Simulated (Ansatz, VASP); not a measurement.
## Two plane-wave programs on Sb

The input INCAR:

```
SYSTEM = Sb
PREC = Accurate
ENCUT = 520
EDIFF = 1E-6
ISMEAR = -1
SIGMA = 0.1
LREAL = .FALSE.
LASPH = .TRUE.
NELM = 80
ALGO = Normal
ISIF = 2
LWAVE = .FALSE.
LCHARG = .FALSE.
GGA = CA
NBANDS = 12
```

KPOINTS

```
Automatic mesh
0
G
  9 9 9
  0 0 0
```

POSCAR

```
Sb
1.0
    0.0000000000      3.5428592163      3.5428592163
    3.5428592163      0.0000000000      3.5428592163
    3.5428592163      3.5428592163      0.0000000000
Sb
2
Direct
    0.1250000000      0.1250000000      0.1250000000
    0.8750000000      0.8750000000      0.8750000000
```

Input for Ansatz:

```yaml
crystal:
  lattice:
    - [0.0, 3.5428592163, 3.5428592163]
    - [3.5428592163, 0.0, 3.5428592163]
    - [3.5428592163, 3.5428592163, 0.0]
  atoms:
    - { symbol: Sb, position: [0.125, 0.125, 0.125] }
    - { symbol: Sb, position: [0.875, 0.875, 0.875] }
hamiltonian:
  xc: lda
  pseudopotentials:
    kind: paw
    azcp:
      Sb: "pseudopotentials/Sb.paw.azcp"
basis:
  ecutwfc: 420
  fft_grid_basis: typed
kpoints:
  mp_grid: { grid: [9, 9, 9], shift: [0, 0, 0] }
magnetization:
  spin_polarized: false
scf:
  occupations: { method: fermi_dirac, width: 0.1 }
  lower_state_search: "off"
output:
  stress: true
```

Alike in both runs: task single point; functional LDA; k mesh 9 × 9 × 9; occupations fermi-dirac, width 0.1 eV; no spin polarisation.

```csv
,VASP,Ansatz
version,VASP 6.6.1,Ansatz 0.2.0
potentials or method,"VASP PAW LDA potentials, release 64 (Sb), cutoff 520 eV","plane waves (420 eV) with PAW, scalar-relativistic"
valence electrons in the cell,10,30
```

Ansatz gave:

- pressure (GPa): -3.4

Which values does VASP return?

Pressure (GPa): -3.3.

Ansatz warns that its potentials were made for another functional, while VASP's fit it. LDA's correlation is that of Perdew and Zunger in VASP and of Perdew and Wang (1992) in Ansatz. VASP's potentials hold 10 valence electrons a cell and Ansatz's 30, so a difference there can come from the potentials and not from the codes.

Neither program's run includes spin-orbit coupling.
